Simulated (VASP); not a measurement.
Here is a VASP 6.6.1 calculation.

Contents of INCAR:

```
PREC = Accurate
ENCUT = 600
EDIFF = 1E-6
ISMEAR = 0
SIGMA = 0.1
LREAL = F
LASPH = T
NELM = 60
ALGO = Normal
ISIF = 3
LWAVE = F
LCHARG = F
GGA = PE
IBRION = 2
NSW = 100
EDIFFG = -0.01
```

Contents of KPOINTS:

```
regular mesh
0
Gamma
  20 20 20
```

File POSCAR:

```
CuF
1.0
    2.7929776793      0.0000000000      0.0000000000
    0.0000000000      2.7929776793      0.0000000000
    0.0000000000      0.0000000000      2.7929776793
Cu F
1 1
Direct
    0.0000000000      0.0000000000      0.0000000000
    0.5000000000      0.5000000000      0.5000000000
```

Potentials or basis: VASP PAW PBE potentials, release 64 (Cu, F).

The run is started by

```sh
$ cat potpaw_PBE.64/Cu/POTCAR potpaw_PBE.64/F/POTCAR > POTCAR
$ mpirun -np 1 vasp_std > vasp.out
```

Question: What does it give for the band gap on the k mesh?

Answer: Zero (band 9 reaches 4.33 eV, above the bottom of band 10 at 4.00 eV).

Final structure:
```cif
data_structure
_symmetry_space_group_name_H-M 'P 1'
_symmetry_Int_Tables_number 1
_cell_length_a 2.7930
_cell_length_b 2.7930
_cell_length_c 2.7930
_cell_angle_alpha 90.000
_cell_angle_beta 90.000
_cell_angle_gamma 90.000
_cell_volume 21.79
loop_
_atom_site_label
_atom_site_type_symbol
_atom_site_fract_x
_atom_site_fract_y
_atom_site_fract_z
_atom_site_occupancy
Cu1 Cu 0.00000 0.00000 0.00000 1
F1 F 0.50000 0.50000 0.50000 1
```

Caveat: the relaxation stopped at its first step, so nothing moved; semilocal functionals often make such compounds metallic where correlation or magnetic order opens a gap, which also shifts bond lengths. With open d or f shells a metallic result of PBE can be an artefact of self-interaction; +U or a hybrid may open a gap.
